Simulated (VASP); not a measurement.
Here is a VASP 6.6.1 calculation.

Contents of INCAR:

```
  ALGO = Normal
  EDIFF = 1E-7
  EDIFFG = -0.01
  ENCUT = 600
  GGA = PE
  IBRION = 2
  ISIF = 3
  ISMEAR = 0
  LASPH = T
  LCHARG = F
  LREAL = F
  LWAVE = F
  NELM = 100
  NSW = 100
  PREC = Accurate
  SIGMA = 0.1
```

KPOINTS

```
k-points
0
Gamma
  10 8 10
```

Contents of POSCAR:

```
B3N
1.0
    3.4828792176      0.0000000000      0.0000000000
    0.0000000000      4.4590537595      0.0000000000
    0.0000000000      0.0000000000      3.4548657129
B N
6 2
Direct
    0.5000000000      0.2866015434      0.2500000000
    0.0000000000      0.3041848864      0.7500000000
    0.2083884604      0.0000000000      0.0000000000
    0.7916115396      0.0000000000      0.5000000000
    0.0000000000      0.6958151136      0.2500000000
    0.5000000000      0.7133984566      0.7500000000
    0.7444338812      0.5000000000      0.0000000000
    0.2555661188      0.5000000000      0.5000000000
```

Potentials or basis: VASP PAW PBE potentials, release 64 (B, N).

Command:

```bash
$ cat potpaw_PBE.64/B/POTCAR potpaw_PBE.64/N/POTCAR > POTCAR
$ mpirun -np 1 vasp_std > vasp.out
```

Q: What does it give for the space group after relaxing (to 0.1 Å)?

A: P222_1 (No. 17).

Q: Estimate the relaxed volume.

A: 6.71 Å³/atom.

Forces on the atoms (eV/Å):
```
B    0.000 -0.003  0.000
B    0.000  0.005  0.000
B    0.002  0.000  0.000
B   -0.002  0.000  0.000
B    0.000 -0.005  0.000
B    0.000  0.003  0.000
N    0.008  0.000  0.000
N   -0.008  0.000  0.000
```
